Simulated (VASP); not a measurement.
# KCl (P1) in VASP: single point with PBE

Aim: the single point of KCl with PBE.

Everything below comes from runs of VASP 6.6.1. Logs are shortened: lines on timing, memory, paths and dates and some standing lists are left out, and cuts for length are marked.

## Step 1: The cell of the first run

The typed cell holds 4 atoms: a = 4.511 Å, b = 4.511 Å, c = 7.813 Å, α = 73.22°, β = 73.22°, γ = 60.00°.

## Step 2: Single point, PBE (atoms displaced along several vibrational modes)

The input, INCAR:

```
SYSTEM = KCl
ALGO = Normal ; EDIFF = 1E-7
ENCUT = 520 ; GGA = PE
ISIF = 2 ; ISMEAR = 0
LASPH = .TRUE. ; LCHARG = .FALSE.
LREAL = .FALSE. ; LWAVE = .FALSE.
NBANDS = 24 ; NELM = 60
PREC = Accurate ; SIGMA = 0.05
```

The input, KPOINTS:

```
k-points
0
G
  6 6 6
  0 0 0
```

The input, POSCAR:

```
KCl
1.0
    0.0000000000     -3.1897839381     -3.1897839381
   -3.1897839381      0.0000000000     -3.1897839381
    3.1897839381      3.1897839381     -6.3795678762
K Cl
2 2
Direct
   -0.0137207932      0.0345389364     -0.0058768231
    0.5489817317      0.4537074175      0.4941231769
    0.7305551093      0.7564816302      0.7564816302
    0.2305551093      0.2564816302      0.2564816302
```

Potentials or basis: VASP PAW PBE potentials, release 64 (K_sv, Cl).

Started as:

```console
$ cat potpaw_PBE.64/K_sv/POTCAR potpaw_PBE.64/Cl/POTCAR > POTCAR
$ mpirun -np 1 vasp_std > vasp.out
```

OUTCAR:

```text
SYSTEM = KCl
   EDIFF = 1E-7
   ENCUT = 520
   GGA = PE
   ISIF = 2
   ISMEAR = 0
   LASPH = .TRUE.
   LREAL = .FALSE.
   NELM = 60
   PREC = Accurate

 ion  position               nearest neighbor table
   1  0.986  0.035  0.994-   3 3.06   3 3.13   4 3.16   3 3.22
   2  0.549  0.454  0.494-   4 2.94   3 3.07   4 3.17   3 3.23
   3  0.731  0.756  0.756-   1 3.06   2 3.07   1 3.13   1 3.22   2 3.23
   4  0.231  0.256  0.256-   2 2.94   1 3.16   2 3.17

  LATTYP: Found a trigonal (rhomboedric) cell.
 ALAT       =     7.8133430381
 COS(alpha) =     0.8333333333

  Lattice vectors:

 A1 = (   3.1897839381,   6.3795678762,  -3.1897839381)
 A2 = (   6.3795678762,   3.1897839381,  -3.1897839381)
 A3 = (   3.1897839381,   3.1897839381,  -6.3795678762)

Analysis of symmetry for initial positions (statically):
=====================================================================
 Subroutine PRICEL returns:
 Original cell was already a primitive cell.

 Routine SETGRP: Setting up the symmetry group for a
 trigonal (rhombohedral) supercell.

 Subroutine GETGRP returns: Found  1 space group operations
 (whereof  1 operations were pure point group operations)
 out of a pool of 12 trial point group operations.

The static configuration has the point symmetry C_1 .

Analysis of symmetry for dynamics (positions and initial velocities):
=====================================================================
 Subroutine PRICEL returns:
 Original cell was already a primitive cell.

 Routine SETGRP: Setting up the symmetry group for a
 trigonal (rhombohedral) supercell.

 Subroutine GETGRP returns: Found  1 space group operations
 (whereof  1 operations were pure point group operations)
 out of a pool of 12 trial point group operations.

The dynamic configuration has the point symmetry C_1 .

 Subroutine INISYM returns: Found  1 space group operations
 (whereof  1 operations are pure point group operations),
 and found     1 'primitive' translations

----------------------------------------------------------------------------------------

                                     Primitive cell

  volume of cell :     129.8207

  direct lattice vectors                    reciprocal lattice vectors
     0.000000000 -3.189783938 -3.189783938     0.078375214 -0.235125643 -0.078375214
    -3.189783938  0.000000000 -3.189783938    -0.235125643  0.078375214 -0.078375214
     3.189783938  3.189783938 -6.379567876     0.078375214  0.078375214 -0.078375214

  length of vectors
     4.511035706  4.511035706  7.813343038     0.259941179  0.259941179  0.135749853

  position of ions in fractional coordinates (direct lattice)
     0.986279207  0.034538936  0.994123177
     0.548981732  0.453707417  0.494123177
     0.730555109  0.756481630  0.756481630
     0.230555109  0.256481630  0.256481630

  ion indices of the primitive-cell ions
   primitive index   ion index
                 1           1
                 2           2
                 3           3
                 4           4

----------------------------------------------------------------------------------------

 KPOINTS: k-points

Automatic generation of k-mesh.
 Grid dimensions read from file:
 generate k-points for:    6    6    6

 Generating k-lattice:

  Cartesian coordinates                     Fractional coordinates (reciprocal lattice)
     0.013062536 -0.039187607 -0.013062536     0.166666667  0.000000000  0.000000000
    -0.039187607  0.013062536 -0.013062536     0.000000000  0.166666667  0.000000000
     0.013062536  0.013062536 -0.013062536     0.000000000  0.000000000  0.166666667

  Length of vectors
     0.043323530  0.043323530  0.022624976

  Shift w.r.t. Gamma in fractional coordinates (k-lattice)
     0.000000000  0.000000000  0.000000000

 Subroutine IBZKPT returns following result:
 ===========================================

 Found    112 irreducible k-points:

 Following reciprocal coordinates:
            Coordinates               Weight
  0.000000  0.000000  0.000000      1.000000
  0.166667  0.000000  0.000000      2.000000
  0.000000  0.166667  0.000000      2.000000
 -0.166667 -0.166667 -0.166667      2.000000
  0.333333  0.000000  0.000000      2.000000
  0.000000  0.333333  0.000000      2.000000
[... 16 lines left out ...]
 -0.166667  0.500000  0.000000      2.000000
 -0.333333  0.500000  0.500000      2.000000
 [... further k-points ...]
   k-points           NKPTS =    112   k-points in BZ     NKDIM =    112   number of bands    NBANDS=     24
   number of dos      NEDOS =    301   number of ions     NIONS =      4
   total plane-waves  NPLWV =  77760
   dimension x,y,z NGX =    36 NGY =   36 NGZ =   60
   dimension x,y,z NGXF=    72 NGYF=   72 NGZF=  120
   ions per type =               2   2
   NGX,Y,Z   is equivalent  to a cutoff of  13.27, 13.27, 12.77 a.u.
   NGXF,Y,Z  is equivalent  to a cutoff of  26.53, 26.53, 25.53 a.u.
 SYSTEM =  KCl
   PREC   = accura    normal or accurate (medium, high low for compatibility)
   ISTART =      0    job   : 0-new  1-cont  2-samecut
   ICHARG =      2    charge: 1-file 2-atom 10-const
   ISPIN  =      1    spin polarized calculation?
   LNONCOLLINEAR =      F non collinear calculations
   LSORBIT =      F    spin-orbit coupling
   LASPH  =      T    aspherical Exc in radial PAW
   ENCUT  =  520.0 eV  38.22 Ry    6.18 a.u.   8.39  8.39 14.53*2*pi/ulx,y,z
   NELM   =     60;   NELMIN=  2; NELMDL= -5     # of ELM steps
   EDIFF  = 0.1E-06   stopping-criterion for ELM
   LREAL  =      F    real-space projection
   EDIFFG = 0.1E-05   stopping-criterion for IOM
   NSW    =      0    number of steps for IOM
   IBRION =     -1    ionic relax: 0-MD 1-quasi-New 2-CG
   NFREE  =      0    steps in history (QN), initial steepest desc. (CG)
   ISIF   =      2    stress and relaxation
   ISYM   =      2    0-nonsym 1-usesym 2-fastsym
   POTIM  = 0.5000    time-step for ionic-motion
   TEBEG  =    0.0;   TEEND  =   0.0 temperature during run
   PSTRESS=    0.0 pullay stress
   NELECT =      32.0000    total number of electrons
   NUPDOWN=      -1.0000    fix difference up-down
   EMIN   =  10.00;   EMAX   =-10.00  energy-range for DOS
   EFERMI =   0.00;   METHOD = LEGACY
   ISMEAR =     0;   SIGMA  =   0.05  broadening in eV -4-tet -1-fermi 0-gaus
   EFERMI_NEDOS =   21; number of points for ismear=-14 and -15
   IALGO  =     38    algorithm
   IMIX   =      4    mixing-type and parameters
     AMIX     =   0.40;   BMIX     =  1.00
     AMIX_MAG =   1.60;   BMIX_MAG =  1.00
  volume/ion in A,a.u.               =      32.46       219.02
  Fermi-wavevector in a.u.,A,eV,Ry     =   1.026464  1.939735 14.335473  1.053628
  Thomas-Fermi vector in A             =   2.160358
   LORBIT       =      0    0 simple, 1 ext, 2 COOP (PROOUT), +10 PAW based schemes
   GGA     = PE    functional components
   LHFCALC =     F    Hartree Fock is set to
   AEXX    =    0.0000 exact exchange contribution
   IVDW    =     0    specifies the selected vdW correction
   LEPSILON=     F    determine dielectric tensor
   LRPA    =     F    only Hartree local field effects (RPA)
 non-spin polarized calculation
 Gauss-broadening in eV      SIGMA  =   0.05
  energy-cutoff  :      520.00
  volume of cell :      129.82
 maximum number of plane-waves:      3525
 NGX is ok and might be reduce to    36
   NGX = 17   NGY = 17   NGZ = 29

 number of electron      31.9999999 magnetization

 Free energy of the ion-electron system (eV)
  ---------------------------------------------------
  ext. energy  EPLUGINS =         0.00000000
  ---------------------------------------------------
  free energy    TOTEN  =       -13.55715021 eV

  energy without entropy =      -13.55715021  energy(sigma->0) =      -13.55715021

 E-fermi :  -1.7769     XC(G=0):  -7.3655

 val. band max:       -2.0116076871   @ k =   0.0000   0.0000   0.0000
 cond. band min:       3.0440396968   @ k =   0.0000   0.0000   0.0000
 fundamental gap:      5.0556473839
 Fermi energy:        -1.7768957979

 k-point     1 :       0.0000    0.0000    0.0000
  band No.  band energies     occupation
      1     -29.2939      2.00000
      2     -29.2685      2.00000
      3     -14.2689      2.00000
      4     -14.0943      2.00000
      5     -12.7632      2.00000
      6     -12.7624      2.00000
[... 16 lines left out ...]
     23       7.2197      0.00000
     24       7.3052      0.00000

 k-point     2 :       0.1667    0.0000    0.0000
  band No.  band energies     occupation
      1     -29.2923      2.00000
      2     -29.2672      2.00000
      3     -14.2228      2.00000
      4     -14.1335      2.00000
      5     -12.7923      2.00000
      6     -12.7706      2.00000
[... 16 lines left out ...]
     23       7.4165      0.00000
     24       7.6934      0.00000

 k-point     3 :       0.0000    0.1667    0.0000
  band No.  band energies     occupation
      1     -29.2923      2.00000
      2     -29.2673      2.00000
      3     -14.2218      2.00000
      4     -14.1323      2.00000
      5     -12.7890      2.00000
      6     -12.7692      2.00000
[... 16 lines left out ...]
     23       7.4304      0.00000
     24       7.7205      0.00000
[... 514 lines left out ...]
 k-point    23 :      -0.1667    0.5000    0.0000
  band No.  band energies     occupation
      1     -29.2876      2.00000
      2     -29.2636      2.00000
      3     -14.1603      2.00000
      4     -14.1436      2.00000
      5     -12.8258      2.00000
      6     -12.8062      2.00000
[... 16 lines left out ...]
     23       8.0061      0.00000
     24       8.5150      0.00000

 k-point    24 :      -0.3333    0.5000    0.5000
  band No.  band energies     occupation
      1     -29.2875      2.00000
      2     -29.2637      2.00000
      3     -14.1586      2.00000
      4     -14.1468      2.00000
      5     -12.8196      2.00000
      6     -12.8104      2.00000
[... 16 lines left out ...]
     23       7.9098      0.00000
     24       8.4659      0.00000

 [... further k-points ...]

------------------------ aborting loop because EDIFF is reached ----------------------------------------

  FORCE on cell =-STRESS in cart. coord.  units (eV):
  Direction    XX          YY          ZZ          XY          YZ          ZX
  --------------------------------------------------------------------------------------
  -------------------------------------------------------------------------------------
  Total        0.2538660      0.6105015      0.0017415      0.0636523     -0.0001015     -0.0240264
  in kB        3.1330787      7.5344841      0.0214930      0.7855624     -0.0012532     -0.2965215
  external PRESSURE =       3.5630186 kB  Pullay stress =       0.0000000 kB

 VOLUME and BASIS-vectors are now :
 -----------------------------------------------------------------------------
  energy-cutoff  :      520.00
  volume of cell :      129.82
      direct lattice vectors                 reciprocal lattice vectors
     0.000000000 -3.189783938 -3.189783938     0.078375214 -0.235125643 -0.078375214
    -3.189783938  0.000000000 -3.189783938    -0.235125643  0.078375214 -0.078375214
     3.189783938  3.189783938 -6.379567876     0.078375214  0.078375214 -0.078375214

 POSITION                                       TOTAL-FORCE (eV/Angst)
 -----------------------------------------------------------------------------------
      3.06087      0.02502     -9.59827         0.165109      0.049364      0.034760
      0.12892     -0.17499     -6.35065        -0.148664      0.356230     -0.031324
      0.00000      0.08270     -9.56935        -0.007236     -0.099261      0.004899
      0.00000      0.08270     -3.18978        -0.009210     -0.306334     -0.008335
 -----------------------------------------------------------------------------------
    total drift:                               -0.000051     -0.000433     -0.000018

  FREE ENERGIE OF THE ION-ELECTRON SYSTEM (eV)
  ---------------------------------------------------
  free  energy   TOTEN  =       -13.5571502140 eV

  energy  without entropy=      -13.5571502140  energy(sigma->0) =      -13.55715021
```

Wall time 8.5 min (1 thread of Intel Xeon 8259CL, shared host); peak memory 0.44 GiB.

Results:

- Free energy: -13.5572 eV
- Pressure: 0.4 GPa
- Largest force: 0.387 eV/Å
- Band gap on the k mesh: 5.06 eV

Forces in eV/Å, atoms in the order of the input:
```
K    0.165  0.049  0.035
K   -0.149  0.356 -0.031
Cl  -0.007 -0.099  0.005
Cl  -0.009 -0.306 -0.008
```

Stress tensor (GPa, compression positive):
```
 0.31  0.08 -0.03
 0.08  0.75  0.00
-0.03  0.00  0.00
```

Caveat: the cell differs from its parent crystal (atoms displaced along several vibrational modes). A k mesh can miss the band edges.
